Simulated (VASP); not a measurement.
# BN (R3m) in VASP: further runs

BN is run at these levels: PBEsol; tasks: relaxation of cell and atoms.

All numbers are computed with VASP 6.6.1; they aren't measurements. Logs are shortened: lines on timing, memory, paths and dates and some standing lists are left out, and cuts for length are marked.

### 1 The cell of the first run

The structure is trigonal, space group R3m (No. 160). Conventional cell: a = 2.504 Å, b = 2.504 Å, c = 10.445 Å, α = 90.00°, β = 90.00°, γ = 120.00°. B (site symmetry 3m) has 3 N at 1.45 Å within 1.9 Å. N (site symmetry 3m) has 3 B at 1.45 Å within 1.9 Å.

### 2 Relaxation of cell and atoms, PBEsol

The input, INCAR:

```
SYSTEM = BN
PREC = Accurate ; ENCUT = 910
EDIFF = 1E-7 ; ISMEAR = 0
SIGMA = 0.01 ; LREAL = .FALSE.
LASPH = .TRUE. ; NELM = 120
ALGO = Normal ; ISIF = 3
LWAVE = .FALSE. ; LCHARG = .FALSE.
GGA = PS ; IBRION = 2
NSW = 80 ; EDIFFG = -0.001
GGA_COMPAT = .FALSE. ; NELMIN = 4
```

The input, KPOINTS:

```
regular mesh
0
G
  12 12 12
  0 0 0
```

The input, POSCAR:

```
BN
1.0
    1.2520973358      0.7228987339      3.4815292535
   -1.2520973358      0.7228987339      3.4815292535
    0.0000000000     -1.4457974678      3.4815292535
B N
1 1
Direct
    0.9996236949      0.9996236949      0.9996236949
    0.3328093051      0.3328093051      0.3328093051
```

Potentials or basis: VASP PAW PBE potentials, release 64 (B_h, N_h).

The run is started by

```console
$ cat potpaw_PBE.64/B_h/POTCAR potpaw_PBE.64/N_h/POTCAR > POTCAR
$ mpirun -np 1 vasp_std > vasp.out
```

OUTCAR:

```text
SYSTEM = BN
   PREC = Accurate
   ENCUT = 910
   EDIFF = 1E-7
   ISMEAR = 0
   LREAL = .FALSE.
   LASPH = .TRUE.
   NELM = 120
   ISIF = 3
   GGA = PS
   IBRION = 2
   NSW = 80
   EDIFFG = -0.001
   NELMIN = 4

 ion  position               nearest neighbor table
   1  1.000  1.000  1.000-   2 1.45   2 1.45   2 1.45
   2  0.333  0.333  0.333-   1 1.45   1 1.45   1 1.45

  LATTYP: Found a trigonal (rhomboedric) cell.
 ALAT       =     3.7697979072
 COS(alpha) =     0.7793672183

  Lattice vectors:

 A1 = (   1.2520973358,   0.7228987339,   3.4815292535)
 A2 = (  -1.2520973358,   0.7228987339,   3.4815292535)
 A3 = (   0.0000000000,  -1.4457974678,   3.4815292535)

Analysis of symmetry for initial positions (statically):
=====================================================================
 Subroutine PRICEL returns:
 Original cell was already a primitive cell.

 Routine SETGRP: Setting up the symmetry group for a
 trigonal (rhombohedral) supercell.

 Subroutine GETGRP returns: Found  6 space group operations
 (whereof  6 operations were pure point group operations)
 out of a pool of 12 trial point group operations.

The static configuration has the point symmetry C_3v.

Analysis of symmetry for dynamics (positions and initial velocities):
=====================================================================
 Subroutine PRICEL returns:
 Original cell was already a primitive cell.

 Routine SETGRP: Setting up the symmetry group for a
 trigonal (rhombohedral) supercell.

 Subroutine GETGRP returns: Found  6 space group operations
 (whereof  6 operations were pure point group operations)
 out of a pool of 12 trial point group operations.

The dynamic configuration has the point symmetry C_3v.

 Subroutine INISYM returns: Found  6 space group operations
 (whereof  6 operations are pure point group operations),
 and found     1 'primitive' translations

----------------------------------------------------------------------------------------

                                     Primitive cell

  volume of cell :      18.9076

  direct lattice vectors                    reciprocal lattice vectors
     1.252097336  0.722898734  3.481529254     0.399329977  0.230553270  0.095743367
    -1.252097336  0.722898734  3.481529254    -0.399329977  0.230553270  0.095743367
     0.000000000 -1.445797468  3.481529254     0.000000000 -0.461106539  0.095743367

  length of vectors
     3.769797907  3.769797907  3.769797907     0.470941645  0.470941645  0.470941645

  position of ions in fractional coordinates (direct lattice)
     0.999623695  0.999623695  0.999623695
     0.332809305  0.332809305  0.332809305

  ion indices of the primitive-cell ions
   primitive index   ion index
                 1           1
                 2           2

----------------------------------------------------------------------------------------

 KPOINTS: regular mesh

Automatic generation of k-mesh.
 Grid dimensions read from file:
 generate k-points for:   12   12   12

 Generating k-lattice:

  Cartesian coordinates                     Fractional coordinates (reciprocal lattice)
     0.033277498  0.019212772  0.007978614     0.083333333  0.000000000  0.000000000
    -0.033277498  0.019212772  0.007978614     0.000000000  0.083333333  0.000000000
     0.000000000 -0.038425545  0.007978614     0.000000000  0.000000000  0.083333333

  Length of vectors
     0.039245137  0.039245137  0.039245137

  Shift w.r.t. Gamma in fractional coordinates (k-lattice)
     0.000000000  0.000000000  0.000000000

 Subroutine IBZKPT returns following result:
 ===========================================

 Found    189 irreducible k-points:

 Following reciprocal coordinates:
            Coordinates               Weight
  0.000000  0.000000  0.000000      1.000000
  0.083333 -0.000000  0.000000      6.000000
  0.166667 -0.000000  0.000000      6.000000
  0.250000 -0.000000  0.000000      6.000000
  0.333333  0.000000  0.000000      6.000000
  0.416667  0.000000  0.000000      6.000000
[... 16 lines left out ...]
  0.500000  0.166667  0.000000     12.000000
 -0.416667  0.166667 -0.000000     12.000000
 [... further k-points ...]
   k-points           NKPTS =    189   k-points in BZ     NKDIM =    189   number of bands    NBANDS=      8
   number of dos      NEDOS =    301   number of ions     NIONS =      2
   total plane-waves  NPLWV =  64000
   dimension x,y,z NGX =    40 NGY =   40 NGZ =   40
   dimension x,y,z NGXF=    80 NGYF=   80 NGZF=   80
   ions per type =               1   1
   NGX,Y,Z   is equivalent  to a cutoff of  17.64, 17.64, 17.64 a.u.
   NGXF,Y,Z  is equivalent  to a cutoff of  35.28, 35.28, 35.28 a.u.
 SYSTEM =  BN
   PREC   = accura    normal or accurate (medium, high low for compatibility)
   ISTART =      0    job   : 0-new  1-cont  2-samecut
   ICHARG =      2    charge: 1-file 2-atom 10-const
   ISPIN  =      1    spin polarized calculation?
   LNONCOLLINEAR =      F non collinear calculations
   LSORBIT =      F    spin-orbit coupling
   LASPH  =      T    aspherical Exc in radial PAW
   ENCUT  =  910.0 eV  66.88 Ry    8.18 a.u.   9.27  9.27  9.27*2*pi/ulx,y,z
   NELM   =    120;   NELMIN=  4; NELMDL= -5     # of ELM steps
   EDIFF  = 0.1E-06   stopping-criterion for ELM
   LREAL  =      F    real-space projection
   EDIFFG = -.1E-02   stopping-criterion for IOM
   NSW    =     80    number of steps for IOM
   IBRION =      2    ionic relax: 0-MD 1-quasi-New 2-CG
   NFREE  =      1    steps in history (QN), initial steepest desc. (CG)
   ISIF   =      3    stress and relaxation
   ISYM   =      2    0-nonsym 1-usesym 2-fastsym
   POTIM  = 0.5000    time-step for ionic-motion
   TEBEG  =    0.0;   TEEND  =   0.0 temperature during run
   PSTRESS=    0.0 pullay stress
   NELECT =       8.0000    total number of electrons
   NUPDOWN=      -1.0000    fix difference up-down
   EMIN   =  10.00;   EMAX   =-10.00  energy-range for DOS
   EFERMI =   0.00;   METHOD = LEGACY
   ISMEAR =     0;   SIGMA  =   0.01  broadening in eV -4-tet -1-fermi 0-gaus
   EFERMI_NEDOS =   21; number of points for ismear=-14 and -15
   IALGO  =     38    algorithm
   IMIX   =      4    mixing-type and parameters
     AMIX     =   0.40;   BMIX     =  1.00
     AMIX_MAG =   1.60;   BMIX_MAG =  1.00
  volume/ion in A,a.u.               =       9.45        63.80
  Fermi-wavevector in a.u.,A,eV,Ry     =   1.229021  2.322512 20.551491  1.510492
  Thomas-Fermi vector in A             =   2.363924
   LORBIT       =      0    0 simple, 1 ext, 2 COOP (PROOUT), +10 PAW based schemes
   GGA     = PS    functional components
   LHFCALC =     F    Hartree Fock is set to
   AEXX    =    0.0000 exact exchange contribution
   IVDW    =     0    specifies the selected vdW correction
   LEPSILON=     F    determine dielectric tensor
   LRPA    =     F    only Hartree local field effects (RPA)
 conjugate gradient relaxation of ions
 non-spin polarized calculation
 Gauss-broadening in eV      SIGMA  =   0.01
  energy-cutoff  :      910.00
  volume of cell :       18.91
 maximum number of plane-waves:      1196
 NGX is ok and might be reduce to    40
   NGX = 19   NGY = 19   NGZ = 19

--------------------------------------- Ionic step        1  -------------------------------------------

 number of electron       8.0000000 magnetization

 Free energy of the ion-electron system (eV)
  ---------------------------------------------------
  ext. energy  EPLUGINS =         0.00000000
  ---------------------------------------------------
  free energy    TOTEN  =       -18.31376346 eV

  energy without entropy =      -18.31376346  energy(sigma->0) =      -18.31376346

------------------------ aborting loop because EDIFF is reached ----------------------------------------

  FORCE on cell =-STRESS in cart. coord.  units (eV):
  Direction    XX          YY          ZZ          XY          YZ          ZX
  --------------------------------------------------------------------------------------
  -------------------------------------------------------------------------------------
  Total       -0.0130242     -0.0130242     -0.0349808      0.0000000     -0.0000000      0.0000000
  in kB       -1.1036307     -1.1036307     -2.9641751      0.0000000     -0.0000000      0.0000000
  external PRESSURE =      -1.7238122 kB  Pullay stress =       0.0000000 kB
[... 89 lines left out ...]
  FREE ENERGIE OF THE ION-ELECTRON SYSTEM (eV)
  ---------------------------------------------------
  free  energy   TOTEN  =       -18.3137912161 eV

  energy  without entropy=      -18.3137912161  energy(sigma->0) =      -18.31379122

[... ionic steps 4 to 12 ...]

--------------------------------------- Ionic step       13  -------------------------------------------

 number of electron       8.0000000 magnetization

------------------------ aborting loop because EDIFF is reached ----------------------------------------

  FORCE on cell =-STRESS in cart. coord.  units (eV):
  Direction    XX          YY          ZZ          XY          YZ          ZX
  --------------------------------------------------------------------------------------
  -------------------------------------------------------------------------------------
  Total       -0.0021815     -0.0021815      0.0006967     -0.0000000      0.0000000     -0.0000000
  in kB       -0.1879237     -0.1879237      0.0600128     -0.0000000      0.0000000     -0.0000000
  external PRESSURE =      -0.1052782 kB  Pullay stress =       0.0000000 kB
[... 57 lines left out ...]
  energy  without entropy=      -18.3140397628  energy(sigma->0) =      -18.31403976

--------------------------------------- Ionic step       15  -------------------------------------------

 number of electron       8.0000000 magnetization

 Free energy of the ion-electron system (eV)
  ---------------------------------------------------
  ext. energy  EPLUGINS =         0.00000000
  ---------------------------------------------------
  free energy    TOTEN  =       -18.31403983 eV

  energy without entropy =      -18.31403983  energy(sigma->0) =      -18.31403983

 E-fermi :   3.1329     XC(G=0): -10.1804

 val. band max:        3.0008839947   @ k =  -0.3333   0.3333   0.0000
 cond. band min:       7.2117487861   @ k =   0.5000   0.5000   0.0000
 fundamental gap:      4.2108647914
 Fermi energy:         3.1328902447

 k-point     1 :       0.0000    0.0000    0.0000
  band No.  band energies     occupation
      1     -14.7124      2.00000
      2      -1.2765      2.00000
      3       1.7272      2.00000
      4       1.7272      2.00000
      5       7.8904      0.00000
      6      14.6233      0.00000
      7      14.6233      0.00000
      8      16.0669      0.00000
[... 243 lines left out ...]
 k-point    24 :      -0.4167    0.1667   -0.0000
  band No.  band energies     occupation
      1     -11.2535      2.00000
      2      -5.6020      2.00000
      3      -2.4111      2.00000
      4       2.6603      2.00000
      5       8.0998      0.00000
      6      14.3851      0.00000
      7      16.3224      0.00000
      8      17.1714      0.00000

 [... further k-points ...]

------------------------ aborting loop because EDIFF is reached ----------------------------------------

  FORCE on cell =-STRESS in cart. coord.  units (eV):
  Direction    XX          YY          ZZ          XY          YZ          ZX
  --------------------------------------------------------------------------------------
  -------------------------------------------------------------------------------------
  Total       -0.0012276     -0.0012276     -0.0009079      0.0000000     -0.0000000     -0.0000000
  in kB       -0.1057293     -0.1057293     -0.0781978      0.0000000     -0.0000000     -0.0000000
  external PRESSURE =      -0.0965522 kB  Pullay stress =       0.0000000 kB
[... 17 lines left out ...]
  FREE ENERGIE OF THE ION-ELECTRON SYSTEM (eV)
  ---------------------------------------------------
  free  energy   TOTEN  =       -18.3140398265 eV

  energy  without entropy=      -18.3140398265  energy(sigma->0) =      -18.31403983

 reached required accuracy - stopping structural energy minimisation
```

Wall time 11 min (1 thread of Intel Xeon Platinum 8259CL at 2.50GHz (Skylake/Cascade Lake), shared host); peak memory 0.27 GiB.

Results:

```yaml
Free_energy: -18.3140 eV
Relaxed_volume: 9.30 Å³/atom
Relaxed_cell: a = 3.718 Å, b = 3.718 Å, c = 3.718 Å, α = 39.36°, β = 39.36°, γ = 39.36°
Space_group_after_relaxing_to_0.1_Å: R3m (No. 160)
Energy_gained_by_relaxing: 0.1 meV/atom
Ionic_steps: 15
Pressure_after_relaxing: 0.0 GPa
Band_gap_on_the_k_mesh: 4.21 eV (least direct gap 4.64 eV)
```

The path:
```
step  energy change (eV)  largest force (eV/Å)  pressure (GPa)  volume (Å³)
   1              0.0000                0.0001           -0.17        18.91
   2              0.0000                0.0002            0.06        18.88
   3              0.0000                0.0003            0.13        18.87
   4              0.0000                0.0004            0.12        18.87
   5             -0.0001                0.0006            0.09        18.85
   6             -0.0001                0.0011            0.03        18.81
   7             -0.0002                0.0022           -0.09        18.75
   8             -0.0003                0.0045           -0.32        18.61
   9             -0.0003                0.0038           -0.26        18.65
  10             -0.0003                0.0028           -0.07        18.61
  11             -0.0003                0.0024           -0.01        18.60
  12             -0.0003                0.0025           -0.02        18.60
  13             -0.0003                0.0015           -0.01        18.60
  14             -0.0003                0.0011            0.00        18.60
  15             -0.0003                0.0002           -0.01        18.60
```

Final structure:
```
B N
1.0
     1.25203    0.72286    3.42560
    -1.25203    0.72286    3.42560
     0.00000   -1.44572    3.42560
B N
1 1
Direct
  0.99964 0.99964 0.99964
  0.33279 0.33279 0.33279
```

Caveat: the cutoff is under 1.25 times the usual one of these potentials, so pressure, stress and relaxed cells hold a basis-set (Pulay) error; the PAW data sets were made with another functional, which shifts forces and pressure a little. A k mesh can miss the band edges.

(Continued in part 2 of 3.)
